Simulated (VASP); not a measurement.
# MoS2 (P6_3/mmc) in VASP: a series of runs

MoS2 is run at these levels: PBE+D3(BJ), RPBE+D3(BJ), PBE; tasks: single point.

All numbers are computed with VASP 6.6.1; they aren't measurements. Logs are shortened: lines on timing, memory, paths and dates and some standing lists are left out, and cuts for length are marked.

**Measured values to compare with.**

“Multiwavelength excitation Raman Scattering Analysis of bulk and 2 dimensional MoS2: Vibrational properties of atomically thin MoS2 layers”, 2015, arxiv:1506.03228 reports, for a bulk crystal of MoS2 at 300 K: band gap 1.3 eV (indirect).

How close the calculation comes is told below.

## (1) The cell of the first run

The structure is hexagonal, space group P6_3/mmc (No. 194). Conventional cell: a = 3.148 Å, b = 3.148 Å, c = 12.241 Å, α = 90.00°, β = 90.00°, γ = 120.00°. Within 3.2 Å of Mo (site symmetry -6m2) lie 6 S at 2.39 Å and 6 Mo at 3.15 Å. S (site symmetry 3m) has 3 Mo at 2.39 Å and 7 S at 3.11 to 3.15 Å within 3.2 Å.

## (2) Single point, PBE+D3(BJ)

INCAR

```
SYSTEM = MoS2
PREC = Accurate
ENCUT = 520
EDIFF = 1E-6
ISMEAR = -1
SIGMA = 0.05
LREAL = .FALSE.
LASPH = .TRUE.
NELM = 60
ALGO = Normal
ISIF = 2
LWAVE = .FALSE.
LCHARG = .FALSE.
GGA = PE
IVDW = 12
NBANDS = 35
```

KPOINTS

```
Automatic mesh
0
G
  10 10 3
  0 0 0
```

POSCAR

```
MoS2
1.0
    3.1477309028      0.0000000000      0.0000000000
   -1.5738654514      2.7260149261      0.0000000000
    0.0000000000      0.0000000000     12.2412860984
Mo S
2 4
Direct
    0.6666666667      0.3333333333      0.7500000000
    0.3333333333      0.6666666667      0.2500000000
    0.6666666667      0.3333333333      0.3770000000
    0.3333333333      0.6666666667      0.8770000000
    0.6666666667      0.3333333333      0.1230000000
    0.3333333333      0.6666666667      0.6230000000
```

Potentials or basis: VASP PAW PBE potentials, release 64 (Mo_sv, S).

Launch:

```sh
cat potpaw_PBE.64/Mo_sv/POTCAR potpaw_PBE.64/S/POTCAR > POTCAR
mpirun -np 1 vasp_std > vasp.out
```

OUTCAR:

```text
SYSTEM = MoS2
   PREC = Accurate
   ENCUT = 520
   EDIFF = 1E-6
   ISMEAR = -1
   LREAL = .FALSE.
   LASPH = .TRUE.
   NELM = 60
   ISIF = 2
   GGA = PE
   IVDW = 12
 IVDW          = 12

 ion  position               nearest neighbor table
   1  0.667  0.333  0.750-   4 2.39   6 2.39   4 2.39   6 2.39   4 2.39   6 2.39
   2  0.333  0.667  0.250-   3 2.39   5 2.39   3 2.39   5 2.39   3 2.39   5 2.39
   3  0.667  0.333  0.377-   2 2.39   2 2.39   2 2.39
   4  0.333  0.667  0.877-   1 2.39   1 2.39   1 2.39
   5  0.667  0.333  0.123-   2 2.39   2 2.39   2 2.39
   6  0.333  0.667  0.623-   1 2.39   1 2.39   1 2.39

  LATTYP: Found a hexagonal cell.
 ALAT       =     3.1477309028
 C/A-ratio  =     3.8889239507

  Lattice vectors:

 A1 = (   3.1477309028,   0.0000000000,   0.0000000000)
 A2 = (  -1.5738654514,   2.7260149261,   0.0000000000)
 A3 = (   0.0000000000,   0.0000000000,  12.2412860984)

Analysis of symmetry for initial positions (statically):
=====================================================================
 Subroutine PRICEL returns:
 Original cell was already a primitive cell.

 Routine SETGRP: Setting up the symmetry group for a
 hexagonal supercell.

 Subroutine GETGRP returns: Found 24 space group operations
 (whereof 12 operations were pure point group operations)
 out of a pool of 24 trial point group operations.

The static configuration has the point symmetry D_3d.
 The point group associated with its full space group is D_6h.

Analysis of symmetry for dynamics (positions and initial velocities):
=====================================================================
 Subroutine PRICEL returns:
 Original cell was already a primitive cell.

 Routine SETGRP: Setting up the symmetry group for a
 hexagonal supercell.

 Subroutine GETGRP returns: Found 24 space group operations
 (whereof 12 operations were pure point group operations)
 out of a pool of 24 trial point group operations.

The dynamic configuration has the point symmetry D_3d.
 The point group associated with its full space group is D_6h.

 Subroutine INISYM returns: Found 24 space group operations
 (whereof 12 operations are pure point group operations),
 and found     1 'primitive' translations
[... 99 lines left out ...]
   LSORBIT =      F    spin-orbit coupling
   LASPH  =      T    aspherical Exc in radial PAW
   ENCUT  =  520.0 eV  38.22 Ry    6.18 a.u.   5.85  5.85 22.76*2*pi/ulx,y,z
   NELM   =     60;   NELMIN=  2; NELMDL= -5     # of ELM steps
   EDIFF  = 0.1E-05   stopping-criterion for ELM
   LREAL  =      F    real-space projection
   EDIFFG = 0.1E-04   stopping-criterion for IOM
   NSW    =      0    number of steps for IOM
   IBRION =     -1    ionic relax: 0-MD 1-quasi-New 2-CG
   NFREE  =      0    steps in history (QN), initial steepest desc. (CG)
   ISIF   =      2    stress and relaxation
   ISYM   =      2    0-nonsym 1-usesym 2-fastsym
   POTIM  = 0.5000    time-step for ionic-motion
   TEBEG  =    0.0;   TEEND  =   0.0 temperature during run
   PSTRESS=    0.0 pullay stress
   NELECT =      52.0000    total number of electrons
   NUPDOWN=      -1.0000    fix difference up-down
   EMIN   =  10.00;   EMAX   =-10.00  energy-range for DOS
   EFERMI =   0.00;   METHOD = LEGACY
   ISMEAR =    -1;   SIGMA  =   0.05  broadening in eV -4-tet -1-fermi 0-gaus
   EFERMI_NEDOS =   21; number of points for ismear=-14 and -15
   IALGO  =     38    algorithm
   IMIX   =      4    mixing-type and parameters
     AMIX     =   0.40;   BMIX     =  1.00
     AMIX_MAG =   1.60;   BMIX_MAG =  1.00
  volume/ion in A,a.u.               =      17.51       118.14
  Fermi-wavevector in a.u.,A,eV,Ry     =   1.295065  2.447318 22.819610  1.677194
  Thomas-Fermi vector in A             =   2.426609
   LORBIT       =      0    0 simple, 1 ext, 2 COOP (PROOUT), +10 PAW based schemes
   GGA     = PE    functional components
   LHFCALC =     F    Hartree Fock is set to
   AEXX    =    0.0000 exact exchange contribution
   IVDW    =    12    specifies the selected vdW correction
   LEPSILON=     F    determine dielectric tensor
   LRPA    =     F    only Hartree local field effects (RPA)
 non-spin polarized calculation
  energy-cutoff  :      520.00
  volume of cell :      105.04
 maximum number of plane-waves:      2844
 NGX is ok and might be reduce to    24
   NGX = 11   NGY = 11   NGZ = 45

 number of electron      52.0000000 magnetization

 Free energy of the ion-electron system (eV)
  ---------------------------------------------------
  ext. energy  EPLUGINS =         0.00000000
  ---------------------------------------------------
  free energy    TOTEN  =       -43.56743103 eV

  energy without entropy =      -43.56742872  energy(sigma->0) =      -43.56742987

 E-fermi :   8.1798     XC(G=0): -10.9176

 val. band max:        7.7679791365   @ k =   0.0000   0.0000   0.0000
 cond. band min:       8.6927045892   @ k =   0.2000   0.2000   0.0000
 fundamental gap:      0.9247254527
 Fermi energy:         8.1797878759

 k-point     1 :       0.0000    0.0000    0.0000
  band No.  band energies     occupation
      1     -53.7408      2.00000
      2     -53.7408      2.00000
      3     -27.9098      2.00000
      4     -27.9097      2.00000
      5     -27.6678      2.00000
      6     -27.6678      2.00000
[... 901 lines left out ...]
     34      11.5923      0.00000
     35      13.6780      0.00000

 [... further k-points ...]

------------------------ aborting loop because EDIFF is reached ----------------------------------------

 Edisp (eV)   -2.59381

 E8    (eV) :    -1.0460

  FORCE on cell =-STRESS in cart. coord.  units (eV):
  Direction    XX          YY          ZZ          XY          YZ          ZX
  --------------------------------------------------------------------------------------
  -------------------------------------------------------------------------------------
  Total       0.48771     0.48771     0.95896    -0.00000    -0.00000    -0.00000
  in kB       7.43909     7.43909    14.62709    -0.00000    -0.00000    -0.00000
  external pressure =        9.84 kB  Pullay stress =        0.00 kB

 VOLUME and BASIS-vectors are now :
 -----------------------------------------------------------------------------
  energy-cutoff  :      520.00
  volume of cell :      105.04
      direct lattice vectors                 reciprocal lattice vectors
     3.147730903  0.000000000  0.000000000     0.317689164  0.183417925  0.000000000
    -1.573865451  2.726014926  0.000000000     0.000000000  0.366835849  0.000000000
     0.000000000  0.000000000 12.241286098     0.000000000  0.000000000  0.081690763

 POSITION                                       TOTAL-FORCE (eV/Angst)
 -----------------------------------------------------------------------------------
      1.57387      0.90867      9.18096         0.000000      0.000000      0.000000
     -0.00000      1.81734      3.06032        -0.000000     -0.000000      0.000000
      1.57387      0.90867      4.61496        -0.000000      0.000000      0.253711
     -0.00000      1.81734     10.73561        -0.000000     -0.000000      0.253711
      1.57387      0.90867      1.50568        -0.000000      0.000000     -0.253711
     -0.00000      1.81734      7.62632         0.000000     -0.000000     -0.253711
 -----------------------------------------------------------------------------------
    total drift:                               -0.000000      0.000000     -0.000000

  FREE ENERGIE OF THE ION-ELECTRON SYSTEM (eV)
  ---------------------------------------------------
  free  energy   TOTEN  =       -46.1612452131 eV

  energy  without entropy=      -46.1612428997  energy(sigma->0) =      -46.16124406
```

OSZICAR:

```text
N       E                     dE             d eps       ncg     rms          rms(c)
DAV:   1     0.439048704420E+03    0.43905E+03   -0.29361E+04  2176   0.141E+03
DAV:   2    -0.239312953228E+02   -0.46298E+03   -0.44831E+03  2376   0.368E+02
DAV:   3    -0.459804657927E+02   -0.22049E+02   -0.21626E+02  2389   0.731E+01
DAV:   4    -0.464245244721E+02   -0.44406E+00   -0.44285E+00  2315   0.105E+01
DAV:   5    -0.464324618587E+02   -0.79374E-02   -0.79359E-02  2342   0.143E+00    0.355E+01
DAV:   6    -0.442887887236E+02    0.21437E+01   -0.11884E+01  2134   0.221E+01    0.129E+01
DAV:   7    -0.439245952200E+02    0.36419E+00   -0.54368E+00  2080   0.143E+01    0.839E+00
DAV:   8    -0.435651100366E+02    0.35949E+00   -0.84731E-01  2116   0.625E+00    0.300E+00
DAV:   9    -0.435757015379E+02   -0.10592E-01   -0.10051E-01  2283   0.157E+00    0.134E+00
DAV:  10    -0.435674888341E+02    0.82127E-02   -0.34226E-02  2191   0.124E+00    0.393E-01
DAV:  11    -0.435675929212E+02   -0.10409E-03   -0.18952E-03  2188   0.237E-01    0.211E-01
DAV:  12    -0.435674236087E+02    0.16931E-03   -0.43263E-04  2199   0.121E-01    0.111E-01
DAV:  13    -0.435674273329E+02   -0.37242E-05   -0.15674E-04  2255   0.621E-02    0.673E-03
DAV:  14    -0.435674305012E+02   -0.31682E-05   -0.11073E-05  1983   0.159E-02    0.161E-02
DAV:  15    -0.435674310316E+02   -0.53045E-06   -0.96447E-07  1605   0.489E-03
   1 F= -.46161245E+02 E0= -.46161244E+02  d E =-.231341E-05
```

stdout:

```text
POSCAR found type information on POSCAR MoS
 POSCAR found :  2 types and       6 ions
 scaLAPACK will be used
 LDA part: xc-table for (Slater+PW92), standard interpolation
 POSCAR, INCAR and KPOINTS ok, starting setup
 FFT: planning ... GRIDC
 FFT: planning ... GRID_SOFT
 FFT: planning ... GRID
 WAVECAR not read
 entering main loop
```

Run time: 44 s. Hardware: 1 thread of AMD EPYC 9R45 (Zen 5), shared host; peak memory 0.23 GiB.

Results:

```yaml
Free_energy: -46.1612 eV
Pressure: 1.0 GPa
Largest_force: 0.254 eV/Å
Band_gap_on_the_k_mesh: 0.92 eV, indirect (least direct gap 1.92 eV)
Dispersion_energy_per_atom: -0.432 eV
```

Forces in eV/Å, atoms in the order of the input:
```
Mo   0.000  0.000  0.000
Mo   0.000  0.000  0.000
S    0.000  0.000  0.254
S    0.000  0.000  0.254
S    0.000  0.000 -0.254
S    0.000  0.000 -0.254
```

Stress tensor (GPa, compression positive):
```
0.74 0.00 0.00
0.00 0.74 0.00
0.00 0.00 1.46
```

## (3) Single point, RPBE+D3(BJ)

INCAR

```
PREC = Accurate ; ENCUT = 520
EDIFF = 1E-6 ; ISMEAR = -1
SIGMA = 0.05 ; LREAL = F
LASPH = T ; NELM = 60
ALGO = Normal ; ISIF = 2
LWAVE = F ; LCHARG = F
GGA = RP ; IVDW = 12
NBANDS = 35
```

KPOINTS

```
regular mesh
0
Gamma
  10 10 3
```

POSCAR is that of step 2.

Potentials or basis: VASP PAW PBE potentials, release 64 (Mo_sv, S).

Launch:

```sh
cat potpaw_PBE.64/Mo_sv/POTCAR potpaw_PBE.64/S/POTCAR > POTCAR
mpirun -np 1 vasp_std > vasp.out
```

Run time: 46 s. Hardware: 1 thread of AMD EPYC 9R45 (Zen 5), shared host; peak memory 0.24 GiB.

The run converged. Its results:

```yaml
Free_energy: -52.8133 eV
Pressure: -12.4 GPa
Largest_force: 0.216 eV/Å
Band_gap_on_the_k_mesh: 0.97 eV, indirect (least direct gap 1.92 eV)
Dispersion_energy_per_atom: -1.982 eV
```

Forces in eV/Å, atoms in the order of the input:
```
Mo   0.000  0.000  0.000
Mo   0.000  0.000  0.000
S    0.000  0.000 -0.216
S    0.000  0.000 -0.216
S    0.000  0.000  0.216
S    0.000  0.000  0.216
```

Stress tensor (GPa, compression positive):
```
-15.21   0.00   0.00
  0.00 -15.21   0.00
  0.00   0.00  -6.69
```

Levels at points of the mesh, in eV from the valence-band top:
| k point | band 22 | band 23 | band 24 | band 25 | band 26 | band 27 | band 28 | band 29 | band 30 | band 31 |
| --- | --- | --- | --- | --- | --- | --- | --- | --- | --- | --- |
| (0.00, 0.00, 0.00) | -2.17 | -2.17 | -1.21 | -1.17 | 0.00 | 2.14 | 2.14 | 2.17 | 2.17 | 2.33 |
| (0.50, 0.00, 0.00) | -2.53 | -1.75 | -1.54 | -1.43 | -1.30 | 1.66 | 1.71 | 2.08 | 2.34 | 2.96 |

Caveat: the PAW data sets were made with another functional, which shifts forces and pressure a little.

## (4) Single point, PBE

INCAR

```
SYSTEM = MoS2
PREC     = Accurate       ! precision mode
ENCUT    = 520            ! plane-wave cutoff, eV
EDIFF    = 1E-7           ! SCF threshold, eV
ISMEAR   = -1             ! smearing method
SIGMA    = 0.05           ! smearing width, eV
LREAL    = .False.        ! projectors in reciprocal space
LASPH    = .True.         ! aspherical terms in the spheres
NELM     = 60             ! most SCF steps
ALGO     = Normal         ! electronic algorithm
ISIF     = 2              ! what is computed and relaxed
LWAVE    = .False.        ! write WAVECAR
LCHARG   = .True.         ! write CHGCAR
GGA      = PE             ! functional
LELF     = .True.         ! ELF
LVHAR    = .True.       
NBANDS   = 35             ! bands
```

KPOINTS

```
Automatic mesh
0
Gamma
  10 10 3
  0 0 0
```

POSCAR is that of step 3.

Launch:

```sh
cat potpaw_PBE.64/Mo_sv/POTCAR potpaw_PBE.64/S/POTCAR > POTCAR
mpirun -np 1 vasp_std > vasp.out
```

It took 47 s on 1 thread of AMD EPYC 9R45 (Zen 5), shared host; peak memory 0.23 GiB.

The run converged. Its results:

| Quantity | Value |
| --- | --- |
| Free energy | -43.5674 eV |
| Pressure | 5.1 GPa |
| Largest force | 0.250 eV/Å |
| Band gap on the k mesh | 0.92 eV, indirect (least direct gap 1.92 eV) |

Forces in eV/Å, atoms in the order of the input:
```
Mo   0.000  0.000  0.000
Mo   0.000  0.000  0.000
S    0.000  0.000  0.250
S    0.000  0.000  0.250
S    0.000  0.000 -0.250
S    0.000  0.000 -0.250
```

Stress tensor (GPa, compression positive):
```
4.82 0.00 0.00
0.00 4.82 0.00
0.00 0.00 5.54
```

Levels at points of the mesh, in eV from the valence-band top:
```csv
k point,band 22,band 23,band 24,band 25,band 26,band 27,band 28,band 29,band 30,band 31
"(0.00, 0.00, 0.00)",-2.18,-2.18,-1.21,-1.20,0.00,2.14,2.14,2.16,2.16,2.32
"(0.50, 0.00, 0.00)",-2.53,-1.75,-1.55,-1.44,-1.32,1.64,1.69,2.05,2.33,2.91
```

Caveat: this functional lacks dispersion, which binds the layers, so the pressure and a relaxed spacing across them are unreliable. PBE gaps usually lie below the measured ones, often by a third to a half.

## (5) Single point, PBE+D3(BJ)

This run uses another cell than the first one, of 17.86 Å³/atom, 1.020 times its volume.

INCAR

```
SYSTEM = MoS2
PREC = Accurate
ENCUT = 520
EDIFF = 1E-6
ISMEAR = -1
SIGMA = 0.05
LREAL = .False.
LASPH = .True.
NELM = 80
ALGO = Normal
ISIF = 2
LWAVE = .False.
LCHARG = .False.
GGA = PE
IVDW = 12
NBANDS = 35
```

KPOINTS is that of step 4.

POSCAR, as its differences from that of step 4:

```diff
@@ -2,5 +2,5 @@
 1.0
-    3.1477309028      0.0000000000      0.0000000000
-   -1.5738654514      2.7260149261      0.0000000000
-    0.0000000000      0.0000000000     12.2412860984
+    3.1690000000      0.0000000000      0.0000000000
+   -1.5845000000      2.7444345046      0.0000000000
+    0.0000000000      0.0000000000     12.3240000000
 Mo S
```

Launch:

```sh
cat potpaw_PBE.64/Mo_sv/POTCAR potpaw_PBE.64/S/POTCAR > POTCAR
mpirun -np 1 vasp_std > vasp.out
```

Wall time 42 s (1 thread of AMD EPYC 9R45 (Zen 5), shared host); peak memory 0.24 GiB.

The run converged. Its results:

- Free energy: -46.1548 eV
- Pressure: -2.0 GPa
- Largest force: 0.075 eV/Å
- Band gap on the k mesh: 0.94 eV, indirect (least direct gap 1.87 eV)
- Dispersion energy per atom: -0.423 eV

Forces on the atoms (eV/Å):
```
Mo   0.000  0.000  0.000
Mo   0.000  0.000  0.000
S    0.000  0.000 -0.075
S    0.000  0.000 -0.075
S    0.000  0.000  0.075
S    0.000  0.000  0.075
```

Stress tensor (GPa, compression positive):
```
-2.17  0.00  0.00
 0.00 -2.17  0.00
 0.00  0.00 -1.79
```

Levels at points of the mesh, in eV from the valence-band top:
| k point | band 24 | band 25 | band 26 | band 27 | band 28 | band 29 |
| --- | --- | --- | --- | --- | --- | --- |
| (0.00, 0.00, 0.00) | -1.18 | -1.14 | 0.00 | 2.11 | 2.11 | 2.14 |
| (0.50, 0.00, 0.00) | -1.52 | -1.39 | -1.27 | 1.61 | 1.66 | 2.01 |

## (6) Summary

```tsv
level	cell	gap on the mesh (eV)	pressure (GPa)	largest force (eV/Å)
PBE+D3(BJ)	a = 3.148, b = 3.148, c = 12.241 Å, angles 90.0, 90.0, 120.0°, 6 atoms	0.92	1.0	0.25
RPBE+D3(BJ)	a = 3.148, b = 3.148, c = 12.241 Å, angles 90.0, 90.0, 120.0°, 6 atoms	0.97	-12.4	0.22
PBE	a = 3.148, b = 3.148, c = 12.241 Å, angles 90.0, 90.0, 120.0°, 6 atoms	0.92	5.1	0.25
PBE+D3(BJ)	a = 3.169, b = 3.169, c = 12.324 Å, angles 90.0, 90.0, 120.0°, 6 atoms	0.94	-2.0	0.07
```

Alike in all rows: task single point; potentials or basis VASP PAW PBE potentials, release 64 (Mo_sv, S); no spin polarisation; k mesh 10 × 10 × 3; cutoff (eV) 520; smearing fermi-dirac 0.05 eV.

On the cell as given the gap runs from 0.92 eV (PBE+D3(BJ)) to 0.97 eV (RPBE+D3(BJ)). The pressure there spans -12.4 GPa (RPBE+D3(BJ)) to 5.1 GPa (PBE); a positive pressure means that this level wants a larger cell, a negative one a smaller.

Caveats: the PAW data sets were made with another functional, which shifts forces and pressure a little (some runs); this functional lacks dispersion, which binds the layers, so the pressure and a relaxed spacing across them are unreliable (some runs).

Total energies depend on the potentials used, so only differences within one code and one set of settings carry meaning.

## (7) Against experiment

Step 2. Measured gap of MoS2: 1.3 eV (indirect; 300 K; “Multiwavelength excitation Raman Scattering Analysis of bulk and 2 dimensional MoS2: Vibrational properties of atomically thin MoS2 layers”, 2015, arxiv:1506.03228). This calculation gives 0.92 eV (-0.38 eV). Spin-orbit coupling on Mo is left out. The value is that of PBE+D3(BJ) on a finite k mesh, which can miss the band edges, without temperature or zero-point motion. Semilocal functionals fall short of measured gaps as a rule.

Step 5. Against the measured gap of MoS2, 1.3 eV (indirect; 300 K; “Multiwavelength excitation Raman Scattering Analysis of bulk and 2 dimensional MoS2: Vibrational properties of atomically thin MoS2 layers”, 2015, arxiv:1506.03228), the calculated 0.94 eV is off by -0.36 eV. Spin-orbit coupling on Mo is left out. The value is that of PBE+D3(BJ) on a finite k mesh, which can miss the band edges, without temperature or zero-point motion. Semilocal functionals fall short of measured gaps as a rule.
